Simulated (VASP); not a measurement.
A run of VASP 6.6.1:

The input INCAR:

```
SYSTEM = EuO
  ALGO = Normal
  EDIFF = 1E-6
  ENCUT = 600
  GGA = PE
  GGA_COMPAT = .False.
  ISIF = 2
  ISMEAR = 1
  ISPIN = 2
  LASPH = .True.
  LCHARG = .True.
  LELF = .True.
  LMAXMIX = 6
  LORBIT = 11
  LREAL = .False.
  LVHAR = .True.
  LWAVE = .False.
  MAGMOM = 4.9 0
  NBANDS = 22
  NELM = 200
  PREC = Accurate
  SIGMA = 0.1
```

File KPOINTS:

```
k-points
0
Gamma
  8 8 8
  0 0 0
```

File POSCAR:

```
EuO
1.0
    0.0000000000      2.5719500000      2.5719500000
    2.5719500000      0.0000000000      2.5719500000
    2.5719500000      2.5719500000      0.0000000000
Eu O
1 1
Direct
    0.0000000000      0.0000000000      0.0000000000
    0.5000000000      0.5000000000      0.5000000000
```

Potentials or basis: VASP PAW PBE potentials, release 64 (Eu, O).

Run with:

```sh
$ cat potpaw_PBE.64/Eu/POTCAR potpaw_PBE.64/O/POTCAR > POTCAR
$ mpirun -np 1 vasp_std > vasp.out
```

Hardware: 1 thread of Intel(R) Xeon(R) Platinum 8488C (Sapphire Rapids) (shared host).

Problem. Estimate the wall time of this run.

Solution. Run time: 62 s on 1 thread of Intel(R) Xeon(R) Platinum 8488C (Sapphire Rapids) (shared host), peak memory 0.23 GiB. Counts: scf iterations 17, k points 29.
